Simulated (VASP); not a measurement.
# SiNi (Pmmn) in VASP: notebook, part 2 of 3

VASP 6.6.1.

## (4) Single point, PBEsol (equal strain along all axes, cell held: +1.5 %, then relaxed in part)

File INCAR:

```
PREC = Accurate
ENCUT = 520
EDIFF = 1E-7
ISMEAR = 0
SIGMA = 0.1
LREAL = F
LASPH = T
NELM = 60
ALGO = Fast
ISIF = 2
LWAVE = F
LCHARG = F
GGA = PS
NBANDS = 22
```

File KPOINTS:

```
regular mesh
0
Gamma
  18 16 12
```

File POSCAR:

```
SiNi
1.0
    3.0397103345      0.0000000000      0.0000000000
    0.0000000000      3.2831163682      0.0000000000
    0.0000000000      0.0000000000      4.7425560540
Si Ni
2 2
Direct
    0.5000000000      0.5000000000      0.8409101808
    0.0000000000      0.0000000000      0.1590898192
    0.5000000000      0.5000000000      0.3410683344
    0.0000000000      0.0000000000      0.6589316656
```

Potentials or basis: VASP PAW PBE potentials, release 64 (Si, Ni).

On the command line:

```sh
> cat potpaw_PBE.64/Si/POTCAR potpaw_PBE.64/Ni/POTCAR > POTCAR
> mpirun -np 1 vasp_std > vasp.out
```

OUTCAR:

```text
PREC = Accurate
   ENCUT = 520
   EDIFF = 1E-7
   ISMEAR = 0
   LREAL = F
   LASPH = T
   NELM = 60
   ISIF = 2
   GGA = PS

 ion  position               nearest neighbor table
   1  0.500  0.500  0.841-   3 2.37   3 2.37   4 2.40   4 2.40   4 2.40   4 2.40   2 2.70   2 2.70
                             2 2.70   2 2.70
   2  0.000  0.000  0.159-   4 2.37   4 2.37   3 2.40   3 2.40   3 2.40   3 2.40   1 2.70   1 2.70
                             1 2.70   1 2.70
   3  0.500  0.500  0.341-   1 2.37   1 2.37   2 2.40   2 2.40   2 2.40   2 2.40   4 2.70   4 2.70
                             4 2.70   4 2.70
   4  0.000  0.000  0.659-   2 2.37   2 2.37   1 2.40   1 2.40   1 2.40   1 2.40   3 2.70   3 2.70
                             3 2.70   3 2.70

  LATTYP: Found a simple orthorhombic cell.
 ALAT       =     3.0397103345
 B/A-ratio  =     1.0800754042
 C/A-ratio  =     1.5601999967

  Lattice vectors:

 A1 = (   3.0397103345,   0.0000000000,   0.0000000000)
 A2 = (   0.0000000000,   3.2831163682,   0.0000000000)
 A3 = (   0.0000000000,   0.0000000000,   4.7425560540)

Analysis of symmetry for initial positions (statically):
=====================================================================
 Subroutine PRICEL returns:
 Original cell was already a primitive cell.

 Routine SETGRP: Setting up the symmetry group for a
 simple orthorhombic supercell.

 Subroutine GETGRP returns: Found  8 space group operations
 (whereof  4 operations were pure point group operations)
 out of a pool of  8 trial point group operations.

The static configuration has the point symmetry C_2v.
 The point group associated with its full space group is D_2h.

Analysis of symmetry for dynamics (positions and initial velocities):
=====================================================================
 Subroutine PRICEL returns:
 Original cell was already a primitive cell.

 Routine SETGRP: Setting up the symmetry group for a
 simple orthorhombic supercell.

 Subroutine GETGRP returns: Found  8 space group operations
[... 124 lines left out ...]
   EFERMI_NEDOS =   21; number of points for ismear=-14 and -15
   IALGO  =     68    algorithm
   IMIX   =      4    mixing-type and parameters
     AMIX     =   0.40;   BMIX     =  1.00
     AMIX_MAG =   1.60;   BMIX_MAG =  1.00
  volume/ion in A,a.u.               =      11.83        79.85
  Fermi-wavevector in a.u.,A,eV,Ry     =   1.374307  2.597064 25.697604  1.888721
  Thomas-Fermi vector in A             =   2.499746
   LORBIT       =      0    0 simple, 1 ext, 2 COOP (PROOUT), +10 PAW based schemes
   GGA     = PS    functional components
   LHFCALC =     F    Hartree Fock is set to
   AEXX    =    0.0000 exact exchange contribution
   IVDW    =     0    specifies the selected vdW correction
   LEPSILON=     F    determine dielectric tensor
   LRPA    =     F    only Hartree local field effects (RPA)
 non-spin polarized calculation
 RMM-DIIS sequential band-by-band and
 Gauss-broadening in eV      SIGMA  =   0.10
  energy-cutoff  :      520.00
  volume of cell :       47.33
 maximum number of plane-waves:      1300
 NGX is ok and might be reduce to    24
   NGX = 11   NGY = 13   NGZ = 17

 number of electron      28.0000036 magnetization

 Free energy of the ion-electron system (eV)
  ---------------------------------------------------
  ext. energy  EPLUGINS =         0.00000000
  ---------------------------------------------------
  free energy    TOTEN  =       -25.91274310 eV

  energy without entropy =      -25.90668713  energy(sigma->0) =      -25.90971511

 E-fermi :  10.8838     XC(G=0): -12.4826

 val. band max:       10.8823412231   @ k =   0.3333   0.4375   0.4167
 cond. band min:      10.8841556503   @ k =   0.0000   0.1875   0.4167
 fundamental gap:      0.0018144273
 Fermi energy:        10.8837808312

 k-point     1 :       0.0000    0.0000    0.0000
  band No.  band energies     occupation
      1      -2.7604      2.00000
      2       2.8579      2.00000
      3       4.5235      2.00000
      4       6.8717      2.00000
      5       7.4370      2.00000
      6       7.9702      2.00000
[... 589 lines left out ...]
     21      19.2351      0.00000
     22      19.5931      0.00000

 [... further k-points ...]
[... 5 lines left out ...]
  --------------------------------------------------------------------------------------
  -------------------------------------------------------------------------------------
  Total       -2.0676538     -2.0941042     -2.5847611      0.0000000      0.0000000      0.0000000
  in kB      -69.9934600    -70.8888483    -87.4983875      0.0000000      0.0000000      0.0000000
  external PRESSURE =     -76.1268986 kB  Pullay stress =       0.0000000 kB

 VOLUME and BASIS-vectors are now :
 -----------------------------------------------------------------------------
  energy-cutoff  :      520.00
  volume of cell :       47.33
      direct lattice vectors                 reciprocal lattice vectors
     3.039710335  0.000000000  0.000000000     0.328978715  0.000000000  0.000000000
     0.000000000  3.283116368  0.000000000     0.000000000  0.304588655  0.000000000
     0.000000000  0.000000000  4.742556054     0.000000000  0.000000000  0.210856759

 POSITION                                       TOTAL-FORCE (eV/Angst)
 -----------------------------------------------------------------------------------
      1.51986      1.64156      3.98806         0.000000      0.000000      0.005085
      0.00000      0.00000      0.75449         0.000000      0.000000     -0.005085
      1.51986      1.64156      1.61754         0.000000      0.000000      0.007377
      0.00000      0.00000      3.12502         0.000000      0.000000     -0.007377
 -----------------------------------------------------------------------------------
    total drift:                                0.000000      0.000000     -0.000000

  FREE ENERGIE OF THE ION-ELECTRON SYSTEM (eV)
  ---------------------------------------------------
  free  energy   TOTEN  =       -25.9127430994 eV

  energy  without entropy=      -25.9066871291  energy(sigma->0) =      -25.90971511
```

stdout:

```text
POSCAR found type information on POSCAR SiNi
 POSCAR found :  2 types and       4 ions
 scaLAPACK will be used
 -----------------------------------------------------------------------------
|                                                                             |
|                                                                             |
|     You enforced a specific xc type in the INCAR file but a different       |
|     I HOPE YOU KNOW WHAT YOU ARE DOING!                                     |
|                                                                             |
 -----------------------------------------------------------------------------

 LDA part: xc-table for (Slater+PW92), standard interpolation
 POSCAR, INCAR and KPOINTS ok, starting setup
 FFT: planning ... GRIDC
 FFT: planning ... GRID_SOFT
 FFT: planning ... GRID
 WAVECAR not read
 entering main loop
WARNING in EDDRMM: call to ZHEGV failed, returncode =   8  4     22
WARNING in EDDRMM: call to ZHEGV failed, returncode =   8  4     22
WARNING in EDDRMM: call to ZHEGV failed, returncode =   8  4     21
WARNING in EDDRMM: call to ZHEGV failed, returncode =   8  4     22
```

Run time: 20 min. Hardware: 1 thread of Oxide Virtual Turin-like, shared host; peak memory 0.58 GiB.

What came out:

```yaml
Free_energy: -25.9127 eV
Pressure: -7.6 GPa
Largest_force: 0.007 eV/Å
Band_gap_on_the_k_mesh: zero (bands 14 and 15 overlap by 2.39 eV)
```

Forces in eV/Å, atoms in the order of the input:
```
Si   0.000  0.000  0.005
Si   0.000  0.000 -0.005
Ni   0.000  0.000  0.007
Ni   0.000  0.000 -0.007
```

Stress tensor (GPa, compression positive):
```
-7.00  0.00  0.00
 0.00 -7.09  0.00
 0.00  0.00 -8.75
```

Levels at points of the mesh, in eV from the Fermi level:
| k point | band 10 | band 11 | band 12 | band 13 | band 14 | band 15 | band 16 | band 17 | band 18 | band 19 |
| --- | --- | --- | --- | --- | --- | --- | --- | --- | --- | --- |
| (0.00, 0.00, 0.00) | -2.49 | -2.24 | -1.96 | -1.92 | -0.96 | 0.83 | 2.96 | 5.12 | 5.23 | 6.64 |
| (0.50, 0.00, 0.00) | -2.45 | -2.44 | -2.44 | -1.59 | -1.59 | 1.59 | 1.59 | 3.58 | 3.58 | 6.17 |
| (0.00, 0.50, 0.00) | -2.57 | -2.19 | -2.19 | -2.00 | -2.00 | 1.18 | 1.18 | 4.62 | 4.62 | 7.45 |
| (0.50, 0.50, 0.00) | -3.14 | -1.92 | -1.92 | -1.58 | -1.58 | 1.48 | 1.48 | 1.88 | 1.88 | 3.80 |
| (0.00, 0.00, 0.50) | -2.62 | -2.60 | -2.01 | 1.30 | 1.95 | 2.06 | 2.53 | 2.63 | 3.55 | 3.93 |
| (0.50, 0.00, 0.50) | -2.32 | -2.11 | -2.11 | -1.42 | -1.42 | 3.84 | 3.84 | 5.23 | 5.23 | 5.83 |
| (0.00, 0.50, 0.50) | -2.39 | -1.96 | -1.96 | -1.87 | -1.87 | 5.01 | 5.01 | 5.20 | 5.20 | 7.13 |
| (0.50, 0.50, 0.50) | -2.67 | -1.93 | -1.93 | -1.52 | -1.52 | -0.35 | -0.35 | 0.91 | 0.91 | 8.12 |

Caveat: the cell differs from its parent crystal (equal strain along all axes, cell held: +1.5 %, then relaxed in part); the cell stands under tension; the PAW data sets were made with another functional, which shifts forces and pressure a little.

## (5) Single point, PBEsol (strain along c alone, the other axes held: -4.5 %, then relaxed in part)

File INCAR:

```
SYSTEM = SiNi
  PREC = Accurate
  ENCUT = 520
  EDIFF = 1E-7
  ISMEAR = 0
  SIGMA = 0.1
  LREAL = .False.
  LASPH = .True.
  NELM = 80
  ALGO = Fast
  ISIF = 2
  LWAVE = .False.
  LCHARG = .True.
  GGA = PS
  LELF = .True.
  LVHAR = .True.
  NBANDS = 22
```

File KPOINTS:

```
regular mesh
0
Gamma
  18 16 12
  0 0 0
```

File POSCAR:

```
SiNi
1.0
    2.9947885111      0.0000000000      0.0000000000
    0.0000000000      3.2345974111      0.0000000000
    0.0000000000      0.0000000000      4.4622079084
Si Ni
2 2
Direct
    0.5000000000      0.5000000000      0.8455171089
    0.0000000000      0.0000000000      0.1544828911
    0.5000000000      0.5000000000      0.3478156036
    0.0000000000      0.0000000000      0.6521843964
```

Potentials or basis: VASP PAW PBE potentials, release 64 (Si, Ni).

On the command line:

```sh
> cat potpaw_PBE.64/Si/POTCAR potpaw_PBE.64/Ni/POTCAR > POTCAR
> mpirun -np 1 vasp_std > vasp.out
```

OUTCAR:

```text
SYSTEM = SiNi
   PREC = Accurate
   ENCUT = 520
   EDIFF = 1E-7
   ISMEAR = 0
   LREAL = .False.
   LASPH = .True.
   NELM = 80
   ISIF = 2
   GGA = PS

 ion  position               nearest neighbor table
   1  0.500  0.500  0.846-   3 2.22   3 2.24   4 2.37   4 2.37   4 2.37   4 2.37   2 2.60   2 2.60
                             2 2.60   2 2.60
   2  0.000  0.000  0.154-   4 2.22   4 2.24   3 2.37   3 2.37   3 2.37   3 2.37   1 2.60   1 2.60
                             1 2.60   1 2.60
   3  0.500  0.500  0.348-   1 2.22   1 2.24   2 2.37   2 2.37   2 2.37   2 2.37   4 2.59   4 2.59
                             4 2.59   4 2.59
   4  0.000  0.000  0.652-   2 2.22   2 2.24   1 2.37   1 2.37   1 2.37   1 2.37   3 2.59   3 2.59
                             3 2.59   3 2.59

  LATTYP: Found a simple orthorhombic cell.
 ALAT       =     2.9947885111
 B/A-ratio  =     1.0800754040
 C/A-ratio  =     1.4899909933

  Lattice vectors:

 A1 = (   2.9947885111,   0.0000000000,   0.0000000000)
 A2 = (   0.0000000000,   3.2345974111,   0.0000000000)
 A3 = (   0.0000000000,   0.0000000000,   4.4622079084)

Analysis of symmetry for initial positions (statically):
=====================================================================
 Subroutine PRICEL returns:
[... 175 lines left out ...]
  free energy    TOTEN  =       -25.81263387 eV

  energy without entropy =      -25.80792927  energy(sigma->0) =      -25.81028157

 E-fermi :  12.2399     XC(G=0): -12.9341

 val. band max:       12.2387290814   @ k =   0.1667   0.0000   0.1667
 cond. band min:      12.2471263601   @ k =   0.4444   0.3750   0.4167
 fundamental gap:      0.0083972787
 Fermi energy:        12.2399007332

 k-point     1 :       0.0000    0.0000    0.0000
  band No.  band energies     occupation
      1      -2.1972      2.00000
      2       4.0740      2.00000
      3       5.6374      2.00000
      4       7.6697      2.00000
      5       8.3590      2.00000
      6       8.9239      2.00000
[... 589 lines left out ...]
     21      20.6021      0.00000
     22      20.9925      0.00000

 [... further k-points ...]
[... 5 lines left out ...]
  --------------------------------------------------------------------------------------
  -------------------------------------------------------------------------------------
  Total        1.6221148      1.7803778      6.8386185      0.0000000      0.0000000      0.0000000
  in kB       60.1251235     65.9912801    253.4794564      0.0000000      0.0000000      0.0000000
  external PRESSURE =     126.5319533 kB  Pullay stress =       0.0000000 kB

 VOLUME and BASIS-vectors are now :
 -----------------------------------------------------------------------------
  energy-cutoff  :      520.00
  volume of cell :       43.23
      direct lattice vectors                 reciprocal lattice vectors
     2.994788511  0.000000000  0.000000000     0.333913395  0.000000000  0.000000000
     0.000000000  3.234597411  0.000000000     0.000000000  0.309157485  0.000000000
     0.000000000  0.000000000  4.462207908     0.000000000  0.000000000  0.224104305

 POSITION                                       TOTAL-FORCE (eV/Angst)
 -----------------------------------------------------------------------------------
      1.49739      1.61730      3.77287         0.000000      0.000000     -0.000394
      0.00000      0.00000      0.68933         0.000000      0.000000      0.000394
      1.49739      1.61730      1.55203         0.000000      0.000000      0.006166
      0.00000      0.00000      2.91018         0.000000      0.000000     -0.006166
 -----------------------------------------------------------------------------------
    total drift:                                0.000000      0.000000      0.000000

  FREE ENERGIE OF THE ION-ELECTRON SYSTEM (eV)
  ---------------------------------------------------
  free  energy   TOTEN  =       -25.8126338656 eV

  energy  without entropy=      -25.8079292729  energy(sigma->0) =      -25.81028157
```

Wall time 14 min (1 thread of Oxide Virtual Turin-like, shared host); peak memory 0.54 GiB.

What came out:

```yaml
Free_energy: -25.8126 eV
Pressure: 12.7 GPa
Largest_force: 0.006 eV/Å
Band_gap_on_the_k_mesh: zero (bands 14 and 15 overlap by 2.56 eV)
```

Forces in eV/Å, atoms in the order of the input:
```
Si   0.000  0.000  0.000
Si   0.000  0.000  0.000
Ni   0.000  0.000  0.006
Ni   0.000  0.000 -0.006
```

Levels at points of the mesh, in eV from the Fermi level:
```csv
k point,band 10,band 11,band 12,band 13,band 14,band 15,band 16,band 17,band 18,band 19
"(0.00, 0.00, 0.00)",-2.68,-2.61,-2.15,-2.05,-1.42,0.44,3.17,5.12,5.94,7.35
"(0.50, 0.00, 0.00)",-2.72,-2.68,-2.68,-1.80,-1.80,2.16,2.16,3.41,3.41,6.19
"(0.00, 0.50, 0.00)",-2.84,-2.44,-2.44,-2.24,-2.24,1.71,1.71,4.47,4.47,7.52
"(0.50, 0.50, 0.00)",-3.46,-2.15,-2.15,-1.77,-1.77,1.61,1.61,2.48,2.48,4.17
"(0.00, 0.00, 0.50)",-3.02,-2.96,-2.12,1.34,1.91,2.54,2.59,3.18,3.97,4.38
"(0.50, 0.00, 0.50)",-2.44,-2.28,-2.28,-1.57,-1.57,3.71,3.71,5.69,5.69,6.23
"(0.00, 0.50, 0.50)",-2.56,-2.14,-2.14,-2.02,-2.02,4.99,4.99,6.13,6.13,7.15
"(0.50, 0.50, 0.50)",-2.75,-2.23,-2.23,-1.76,-1.76,-0.39,-0.39,1.04,1.04,9.00
```

Caveat: the cell differs from its parent crystal (strain along c alone, the other axes held: -4.5 %, then relaxed in part); the stress differs along the axes, from 6 to 25 GPa; the PAW data sets were made with another functional, which shifts forces and pressure a little.

[end of part 2 of 3]
